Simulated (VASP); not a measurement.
# ZnS (Cm) in VASP: notebook

Runs on ZnS. Level: PBE. Tasks: single point.

Everything below comes from runs of VASP 6.6.1. Logs are shortened: lines on timing, memory, paths and dates and some standing lists are left out, and cuts for length are marked.

## 1. The cell of the first run

The structure is monoclinic, space group Cm (No. 8). The conventional cell has a = 6.625 Å, b = 3.825 Å, c = 3.825 Å, α = 90.00°, β = 125.26°, γ = 90.00°. Zn (site symmetry m) has 4 S at 2.03 to 2.49 Å within 2.7 Å. Within 2.7 Å of S (site symmetry m) lie 4 Zn at 2.03 to 2.49 Å.

## 2. Single point, PBE (atom 1 (Zn) moved by (-0.225, -0.225) A along [1 1 0] and z)

INCAR reads:

```
ALGO = Normal
EDIFF = 1E-6
ENCUT = 520
GGA = PE
ISIF = 2
ISMEAR = 0
LASPH = T
LCHARG = F
LREAL = F
LWAVE = F
NBANDS = 16
NELM = 60
PREC = Accurate
SIGMA = 0.05
```

KPOINTS reads:

```
k-points
0
Gamma
  10 10 10
```

POSCAR reads:

```
ZnS
1.0
    0.0000000000      2.7046500000      2.7046500000
    2.7046500000      0.0000000000      2.7046500000
    2.7046500000      2.7046500000      0.0000000000
Zn S
1 1
Direct
   -0.0415950308     -0.0415950308     -0.0172292259
    0.7500000000      0.7500000000      0.7500000000
```

Potentials or basis: VASP PAW PBE potentials, release 64 (Zn, S).

On the command line:

```sh
> cat potpaw_PBE.64/Zn/POTCAR potpaw_PBE.64/S/POTCAR > POTCAR
> mpirun -np 1 vasp_std > vasp.out
```

OUTCAR:

```text
EDIFF = 1E-6
   ENCUT = 520
   GGA = PE
   ISIF = 2
   ISMEAR = 0
   LASPH = T
   LREAL = F
   NELM = 60
   PREC = Accurate

 ion  position               nearest neighbor table
   1  0.958  0.958  0.983-   2 2.03   2 2.42   2 2.49   2 2.49
   2  0.750  0.750  0.750-   1 2.03   1 2.42   1 2.49   1 2.49

  LATTYP: Found a face centered cubic cell.
 ALAT       =     5.4093000000

  Lattice vectors:

 A1 = (   0.0000000000,   2.7046500000,   2.7046500000)
 A2 = (   2.7046500000,   0.0000000000,   2.7046500000)
 A3 = (   2.7046500000,   2.7046500000,   0.0000000000)

Analysis of symmetry for initial positions (statically):
=====================================================================
 Subroutine PRICEL returns:
 Original cell was already a primitive cell.

 Routine SETGRP: Setting up the symmetry group for a
 face centered cubic supercell.

 Subroutine GETGRP returns: Found  2 space group operations
 (whereof  2 operations were pure point group operations)
 out of a pool of 48 trial point group operations.

The static configuration has the point symmetry C_1h.

Analysis of symmetry for dynamics (positions and initial velocities):
=====================================================================
 Subroutine PRICEL returns:
 Original cell was already a primitive cell.

 Routine SETGRP: Setting up the symmetry group for a
 face centered cubic supercell.

 Subroutine GETGRP returns: Found  2 space group operations
 (whereof  2 operations were pure point group operations)
 out of a pool of 48 trial point group operations.

The dynamic configuration has the point symmetry C_1h.

 Subroutine INISYM returns: Found  2 space group operations
 (whereof  2 operations are pure point group operations),
 and found     1 'primitive' translations

----------------------------------------------------------------------------------------

                                     Primitive cell

  volume of cell :      39.5697

  direct lattice vectors                    reciprocal lattice vectors
     0.000000000  2.704650000  2.704650000    -0.184866803  0.184866803  0.184866803
     2.704650000  0.000000000  2.704650000     0.184866803 -0.184866803  0.184866803
     2.704650000  2.704650000  0.000000000     0.184866803  0.184866803 -0.184866803

  length of vectors
     3.824952711  3.824952711  3.824952711     0.320198696  0.320198696  0.320198696

  position of ions in fractional coordinates (direct lattice)
     0.958404969  0.958404969  0.982770774
     0.750000000  0.750000000  0.750000000

  ion indices of the primitive-cell ions
   primitive index   ion index
                 1           1
                 2           2

----------------------------------------------------------------------------------------

 KPOINTS: k-points

Automatic generation of k-mesh.
 Grid dimensions read from file:
 generate k-points for:   10   10   10

 Generating k-lattice:

  Cartesian coordinates                     Fractional coordinates (reciprocal lattice)
    -0.018486680  0.018486680  0.018486680     0.100000000  0.000000000  0.000000000
     0.018486680 -0.018486680  0.018486680     0.000000000  0.100000000  0.000000000
     0.018486680  0.018486680 -0.018486680     0.000000000  0.000000000  0.100000000

  Length of vectors
     0.032019870  0.032019870  0.032019870

  Shift w.r.t. Gamma in fractional coordinates (k-lattice)
     0.000000000  0.000000000  0.000000000

 Subroutine IBZKPT returns following result:
 ===========================================

 Found    282 irreducible k-points:

 Following reciprocal coordinates:
            Coordinates               Weight
  0.000000  0.000000  0.000000      1.000000
  0.100000  0.000000  0.000000      4.000000
  0.000000  0.000000  0.100000      2.000000
  0.100000  0.100000  0.100000      2.000000
  0.200000  0.000000  0.000000      4.000000
  0.000000  0.000000  0.200000      2.000000
[... 16 lines left out ...]
  0.200000  0.100000  0.200000      4.000000
  0.100000 -0.100000 -0.100000      4.000000
 [... further k-points ...]
   k-points           NKPTS =    282   k-points in BZ     NKDIM =    282   number of bands    NBANDS=     16
   number of dos      NEDOS =    301   number of ions     NIONS =      2
   total plane-waves  NPLWV =  21952
   dimension x,y,z NGX =    28 NGY =   28 NGZ =   28
   dimension x,y,z NGXF=    56 NGYF=   56 NGZF=   56
   ions per type =               1   1
   NGX,Y,Z   is equivalent  to a cutoff of  12.17, 12.17, 12.17 a.u.
   NGXF,Y,Z  is equivalent  to a cutoff of  24.34, 24.34, 24.34 a.u.
 SYSTEM =  unknown system
   PREC   = accura    normal or accurate (medium, high low for compatibility)
   ISTART =      0    job   : 0-new  1-cont  2-samecut
   ICHARG =      2    charge: 1-file 2-atom 10-const
   ISPIN  =      1    spin polarized calculation?
   LNONCOLLINEAR =      F non collinear calculations
   LSORBIT =      F    spin-orbit coupling
   LASPH  =      T    aspherical Exc in radial PAW
   ENCUT  =  520.0 eV  38.22 Ry    6.18 a.u.   7.11  7.11  7.11*2*pi/ulx,y,z
   NELM   =     60;   NELMIN=  2; NELMDL= -5     # of ELM steps
   EDIFF  = 0.1E-05   stopping-criterion for ELM
   LREAL  =      F    real-space projection
   EDIFFG = 0.1E-04   stopping-criterion for IOM
   NSW    =      0    number of steps for IOM
   IBRION =     -1    ionic relax: 0-MD 1-quasi-New 2-CG
   NFREE  =      0    steps in history (QN), initial steepest desc. (CG)
   ISIF   =      2    stress and relaxation
   ISYM   =      2    0-nonsym 1-usesym 2-fastsym
   POTIM  = 0.5000    time-step for ionic-motion
   TEBEG  =    0.0;   TEEND  =   0.0 temperature during run
   PSTRESS=    0.0 pullay stress
   NELECT =      18.0000    total number of electrons
   NUPDOWN=      -1.0000    fix difference up-down
   EMIN   =  10.00;   EMAX   =-10.00  energy-range for DOS
   EFERMI =   0.00;   METHOD = LEGACY
   ISMEAR =     0;   SIGMA  =   0.05  broadening in eV -4-tet -1-fermi 0-gaus
   EFERMI_NEDOS =   21; number of points for ismear=-14 and -15
   IALGO  =     38    algorithm
   IMIX   =      4    mixing-type and parameters
     AMIX     =   0.40;   BMIX     =  1.00
     AMIX_MAG =   1.60;   BMIX_MAG =  1.00
  volume/ion in A,a.u.               =      19.78       133.51
  Fermi-wavevector in a.u.,A,eV,Ry     =   1.259055  2.379268 21.568210  1.585219
  Thomas-Fermi vector in A             =   2.392634
   LORBIT       =      0    0 simple, 1 ext, 2 COOP (PROOUT), +10 PAW based schemes
   GGA     = PE    functional components
   LHFCALC =     F    Hartree Fock is set to
   AEXX    =    0.0000 exact exchange contribution
   IVDW    =     0    specifies the selected vdW correction
   LEPSILON=     F    determine dielectric tensor
   LRPA    =     F    only Hartree local field effects (RPA)
 non-spin polarized calculation
 Gauss-broadening in eV      SIGMA  =   0.05
  energy-cutoff  :      520.00
  volume of cell :       39.57
 maximum number of plane-waves:      1090
   NGX = 15   NGY = 15   NGZ = 15

 number of electron      17.9999999 magnetization

 Free energy of the ion-electron system (eV)
  ---------------------------------------------------
  ext. energy  EPLUGINS =         0.00000000
  ---------------------------------------------------
  free energy    TOTEN  =        -6.38218875 eV

  energy without entropy =       -6.38218875  energy(sigma->0) =       -6.38218875

 E-fermi :   2.4559     XC(G=0):  -9.6098

 val. band max:        2.2303814855   @ k =   0.0000   0.0000   0.0000
 cond. band min:       4.2247129161   @ k =   0.0000   0.0000   0.0000
 fundamental gap:      1.9943314305
 Fermi energy:         2.4558565900

 k-point     1 :       0.0000    0.0000    0.0000
  band No.  band energies     occupation
      1     -11.1797      2.00000
      2      -4.7351      2.00000
      3      -4.4137      2.00000
      4      -4.3536      2.00000
      5      -3.9736      2.00000
      6      -3.9648      2.00000
[... 8 lines left out ...]
     15      13.7832      0.00000
     16      13.7853      0.00000

 k-point     2 :       0.1000    0.0000    0.0000
  band No.  band energies     occupation
      1     -11.1097      2.00000
      2      -4.7218      2.00000
      3      -4.4118      2.00000
      4      -4.3488      2.00000
      5      -3.9741      2.00000
      6      -3.9618      2.00000
[... 8 lines left out ...]
     15      13.4066      0.00000
     16      14.3974      0.00000

 k-point     3 :       0.0000    0.0000    0.1000
  band No.  band energies     occupation
      1     -11.1074      2.00000
      2      -4.7233      2.00000
      3      -4.4047      2.00000
      4      -4.3537      2.00000
      5      -3.9697      2.00000
      6      -3.9668      2.00000
[... 8 lines left out ...]
     15      13.3761      0.00000
     16      14.3735      0.00000

 k-point     4 :       0.1000    0.1000    0.1000
  band No.  band energies     occupation
      1     -11.0985      2.00000
      2      -4.7402      2.00000
      3      -4.3857      2.00000
      4      -4.3296      2.00000
      5      -3.9806      2.00000
      6      -3.9713      2.00000
[... 8 lines left out ...]
     15      13.2353      0.00000
     16      14.2835      0.00000

 k-point     5 :       0.2000    0.0000    0.0000
  band No.  band energies     occupation
      1     -10.9174      2.00000
      2      -4.6867      2.00000
      3      -4.4083      2.00000
      4      -4.3216      2.00000
      5      -3.9746      2.00000
      6      -3.9494      2.00000
[... 8 lines left out ...]
     15      13.1930      0.00000
     16      14.4418      0.00000

 k-point     6 :       0.0000    0.0000    0.2000
  band No.  band energies     occupation
      1     -10.9084      2.00000
      2      -4.6927      2.00000
      3      -4.3646      2.00000
      4      -4.3571      2.00000
      5      -3.9697      2.00000
      6      -3.9562      2.00000
[... 8 lines left out ...]
     15      13.1397      0.00000
     16      14.4713      0.00000

 k-point     7 :       0.2000    0.2000    0.2000
  band No.  band energies     occupation
      1     -10.8731      2.00000
      2      -4.7373      2.00000
      3      -4.3106      2.00000
      4      -4.2662      2.00000
      5      -3.9978      2.00000
      6      -3.9878      2.00000
[... 8 lines left out ...]
     15      12.6889      0.00000
     16      14.6377      0.00000

 k-point     8 :       0.3000    0.0000    0.0000
  band No.  band energies     occupation
      1     -10.6589      2.00000
      2      -4.6408      2.00000
      3      -4.4111      2.00000
      4      -4.2327      2.00000
      5      -3.9673      2.00000
      6      -3.9279      2.00000
[... 8 lines left out ...]
     15      13.7333      0.00000
     16      13.9487      0.00000

 k-point     9 :       0.0000    0.0000    0.3000
  band No.  band energies     occupation
      1     -10.6396      2.00000
      2      -4.6488      2.00000
      3      -4.3672      2.00000
      4      -4.2646      2.00000
      5      -3.9658      2.00000
      6      -3.9327      2.00000
[... 8 lines left out ...]
     15      13.6938      0.00000
     16      13.9654      0.00000
[... 172 lines left out ...]
 k-point    19 :       0.2000    0.1000    0.0000
  band No.  band energies     occupation
      1     -10.9277      2.00000
      2      -4.6958      2.00000
      3      -4.4163      2.00000
      4      -4.2943      2.00000
      5      -3.9788      2.00000
      6      -3.9586      2.00000
[... 8 lines left out ...]
     15      13.8274      0.00000
     16      15.2952      0.00000

 k-point    20 :       0.0000    0.2000    0.1000
  band No.  band energies     occupation
      1     -10.9272      2.00000
      2      -4.7026      2.00000
      3      -4.3928      2.00000
      4      -4.3154      2.00000
      5      -3.9854      2.00000
      6      -3.9498      2.00000
[... 8 lines left out ...]
     15      13.8550      0.00000
     16      15.3330      0.00000

 k-point    21 :       0.1000    0.0000    0.2000
  band No.  band energies     occupation
      1     -10.9207      2.00000
      2      -4.7059      2.00000
      3      -4.3698      2.00000
      4      -4.3325      2.00000
      5      -3.9813      2.00000
      6      -3.9556      2.00000
[... 8 lines left out ...]
     15      13.7792      0.00000
     16      15.2932      0.00000

 k-point    22 :       0.1000    0.1000   -0.1000
  band No.  band energies     occupation
      1     -10.9328      2.00000
      2      -4.6864      2.00000
      3      -4.4195      2.00000
      4      -4.3263      2.00000
      5      -3.9749      2.00000
      6      -3.9480      2.00000
[... 8 lines left out ...]
     15      13.9755      0.00000
     16      15.5183      0.00000

 k-point    23 :       0.2000    0.1000    0.2000
  band No.  band energies     occupation
      1     -10.9033      2.00000
      2      -4.7293      2.00000
      3      -4.3409      2.00000
      4      -4.2870      2.00000
      5      -3.9969      2.00000
      6      -3.9704      2.00000
[... 8 lines left out ...]
     15      13.5599      0.00000
     16      15.4090      0.00000

 k-point    24 :       0.1000   -0.1000   -0.1000
  band No.  band energies     occupation
      1     -10.9349      2.00000
      2      -4.6910      2.00000
      3      -4.3954      2.00000
      4      -4.3504      2.00000
      5      -3.9782      2.00000
      6      -3.9420      2.00000
[... 8 lines left out ...]
     15      14.0103      0.00000
     16      15.5039      0.00000

 [... further k-points ...]

------------------------ aborting loop because EDIFF is reached ----------------------------------------

  FORCE on cell =-STRESS in cart. coord.  units (eV):
  Direction    XX          YY          ZZ          XY          YZ          ZX
  --------------------------------------------------------------------------------------
  -------------------------------------------------------------------------------------
  Total        1.7234255      1.7234255      1.4566351      2.1860211      1.9713469      1.9713467
  in kB       69.7814346     69.7814346     58.9790987     88.5119110     79.8197600     79.8197515
  external PRESSURE =      66.1806560 kB  Pullay stress =       0.0000000 kB

 VOLUME and BASIS-vectors are now :
 -----------------------------------------------------------------------------
  energy-cutoff  :      520.00
  volume of cell :       39.57
      direct lattice vectors                 reciprocal lattice vectors
     0.000000000  2.704650000  2.704650000    -0.184866803  0.184866803  0.184866803
     2.704650000  0.000000000  2.704650000     0.184866803 -0.184866803  0.184866803
     2.704650000  2.704650000  0.000000000     0.184866803  0.184866803 -0.184866803

 POSITION                                       TOTAL-FORCE (eV/Angst)
 -----------------------------------------------------------------------------------
      5.25020      5.25020      5.18430         2.109184      2.109184      2.191806
      4.05697      4.05697      4.05697        -2.109184     -2.109184     -2.191806
 -----------------------------------------------------------------------------------
    total drift:                               -0.000372     -0.000372      0.000712

  FREE ENERGIE OF THE ION-ELECTRON SYSTEM (eV)
  ---------------------------------------------------
  free  energy   TOTEN  =        -6.3821887456 eV

  energy  without entropy=       -6.3821887456  energy(sigma->0) =       -6.38218875
```

Run time: 2.1 min. Hardware: 1 thread of Intel Xeon Platinum 8375C at 2.90GHz (Ice Lake), shared host; peak memory 0.29 GiB.

Results:

```
Free energy            : -6.3822 eV
Pressure               : 6.6 GPa
Largest force          : 3.702 eV/Å
Band gap on the k mesh : 1.99 eV
```

Forces on the atoms (eV/Å):
```
Zn   2.109  2.109  2.192
S   -2.109 -2.109 -2.192
```

Caveat: the cell differs from its parent crystal (atom 1 (Zn) moved by (-0.225, -0.225) A along [1 1 0] and z); the cell stands under pressure; forces of over 1 eV/Å act on the atoms, so gaps and moduli don't describe the material at rest.

## 3. Single point, PBE (atom 1 (Zn) moved by (-0.225, +0.225) A along [1 1 0] and z)

INCAR reads:

```
SYSTEM = ZnS
PREC = Accurate ; ENCUT = 520
EDIFF = 1E-6 ; ISMEAR = 0
SIGMA = 0.05 ; LREAL = .False.
LASPH = .True. ; NELM = 60
ALGO = Normal ; ISIF = 2
LWAVE = .False. ; LCHARG = .True.
GGA = PE ; LELF = .True.
LVHAR = .True. ; NBANDS = 16
```

KPOINTS reads:

```
regular mesh
0
Gamma
  10 10 10
  0 0 0
```

POSCAR, as its differences from that of step 2:

```diff
@@ -8,3 +8,3 @@
 Direct
-   -0.0415950308     -0.0415950308     -0.0172292259
+    0.0415950308      0.0415950308     -0.1004192874
     0.7500000000      0.7500000000      0.7500000000
```

Potentials or basis: VASP PAW PBE potentials, release 64 (Zn, S).

On the command line:

```sh
> cat potpaw_PBE.64/Zn/POTCAR potpaw_PBE.64/S/POTCAR > POTCAR
> mpirun -np 1 vasp_std > vasp.out
```

Wall time 2.4 min (1 thread of Intel Xeon Platinum 8375C at 2.90GHz (Ice Lake), shared host); peak memory 0.29 GiB.

The run converged. Its results:

```yaml
Free_energy: -6.6606 eV
Pressure: 3.7 GPa
Largest_force: 0.975 eV/Å
Band_gap_on_the_k_mesh: 2.07 eV
```

Forces in eV/Å, atoms in the order of the input:
```
Zn   0.300  0.300 -0.878
S   -0.300 -0.300  0.878
```

Stress tensor (GPa, compression positive):
```
 3.99 -3.76  1.46
-3.76  3.99  1.46
 1.46  1.46  3.04
```

Levels at points of the mesh, in eV from the valence-band top:
| k point | band 5 | band 6 | band 7 | band 8 | band 9 | band 10 | band 11 | band 12 | band 13 | band 14 |
| --- | --- | --- | --- | --- | --- | --- | --- | --- | --- | --- |
| (0.00, 0.00, 0.00) | -6.03 | -6.03 | -0.32 | -0.15 | 0.00 | 2.07 | 6.35 | 6.52 | 6.67 | 11.41 |
| (0.50, 0.00, 0.00) | -6.04 | -5.86 | -5.46 | -1.44 | -0.52 | 3.45 | 6.29 | 7.87 | 8.84 | 11.83 |
| (0.00, 0.00, 0.50) | -5.98 | -5.77 | -4.63 | -0.92 | -0.71 | 2.82 | 6.30 | 6.62 | 8.42 | 12.09 |
| (0.50, 0.50, 0.50) | -6.03 | -5.85 | -5.31 | -1.46 | -0.47 | 3.35 | 6.18 | 7.84 | 8.77 | 11.83 |
| (0.50, 0.50, 0.00) | -5.97 | -5.83 | -4.59 | -2.41 | -2.02 | 3.07 | 4.11 | 10.77 | 11.84 | 12.18 |
| (0.00, 0.50, 0.50) | -5.96 | -5.83 | -4.65 | -2.39 | -1.97 | 3.14 | 3.99 | 10.80 | 12.02 | 12.10 |

Caveat: the cell differs from its parent crystal (atom 1 (Zn) moved by (-0.225, +0.225) A along [1 1 0] and z); the cell stands under pressure. A k mesh can miss the band edges.
